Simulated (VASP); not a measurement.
Input of a VASP 6.6.1 run:

File INCAR:

```
ALGO = Normal ; EDIFF = 1E-6
ENCUT = 520 ; GGA = PE
ISIF = 2 ; ISMEAR = 0
LASPH = True ; LCHARG = False
LREAL = False ; LWAVE = False
NBANDS = 16 ; NELM = 100
PREC = Accurate ; SIGMA = 0.1
```

File KPOINTS:

```
k-points
0
Gamma
  4 4 4
```

File POSCAR:

```
MgS
1.0
    2.5472313212     -2.6211224601      0.6117331759
    2.5472313212      2.6211224601      0.6117331759
   -1.2097265828      0.0000000000      5.0728213243
Mg S
2 2
Direct
    0.8404573903      0.6595560271      0.7499884426
    0.3404439729      0.1595426097      0.2500115574
    0.3404655101      0.1595521734      0.7499929544
    0.8404478266      0.6595344899      0.2500070456
```

Potentials or basis: VASP PAW PBE potentials, release 64 (Mg, S).

Run with:

```bash
$ cat potpaw_PBE.64/Mg/POTCAR potpaw_PBE.64/S/POTCAR > POTCAR
$ mpirun -np 1 vasp_std > vasp.out
```

(1) Predict the band gap on the k mesh.

(2) What does it give for the pressure?

Answers

(1) 2.71 eV.

(2) -0.3 GPa.

Caveat: the k points lie up to 0.42 Å⁻¹ apart.
